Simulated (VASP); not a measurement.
Write the native input for VASP 6.6.1 that does the following.

| Item | Value |
| --- | --- |
| Task | single point |
| Functional | PBE |
| Potentials or basis | VASP PAW PBE potentials, release 64 (Ti_sv, Al) |
| Cutoff | 520 eV |
| k mesh | 14 × 14 × 14 |
| Occupations | gaussian, width 0.1 eV |
| Spin | no spin polarisation |
| Dipole correction | no |
| Further INCAR settings | ALGO = Normal; EDIFF = 1e-06; NBANDS = 14 |

The structure of TiAl lies in POSCAR:

```
TiAl
1.0
    3.1541165965      0.0000000000      0.0000000000
    0.0000000000      3.1541165965      0.0000000000
    0.0000000000      0.0000000000      3.1541165965
Ti Al
1 1
Direct
    0.5000000000      0.5000000000      0.5000000000
    0.0000000000      0.0000000000      0.0000000000
```

This cell differs from its parent crystal: volume scaled by 0.97.

The input as run:

INCAR

```
PREC     = Accurate       # precision mode
ENCUT    = 520            # plane-wave cutoff, eV
EDIFF    = 1E-6           # SCF threshold, eV
ISMEAR   = 0              # smearing method
SIGMA    = 0.1            # smearing width, eV
LREAL    = F              # projectors in reciprocal space
LASPH    = T              # aspherical terms in the spheres
NELM     = 60             # most SCF steps
ALGO     = Normal         # electronic algorithm
ISIF     = 2              # what is computed and relaxed
LWAVE    = F              # write WAVECAR
LCHARG   = F              # write CHGCAR
GGA      = PE             # functional
NBANDS   = 14             # bands
```

KPOINTS

```
Automatic mesh
0
Gamma
  14 14 14
```

Potentials or basis: VASP PAW PBE potentials, release 64 (Ti_sv, Al).

Run with:

```sh
$ cat potpaw_PBE.64/Ti_sv/POTCAR potpaw_PBE.64/Al/POTCAR > POTCAR
$ mpirun -np 1 vasp_std > vasp.out
```

It gave:

```
Pressure : 3.5 GPa
```

Run time: 58 s on 1 thread of AMD EPYC 7R13, with other jobs on the host, peak memory 0.15 GiB.
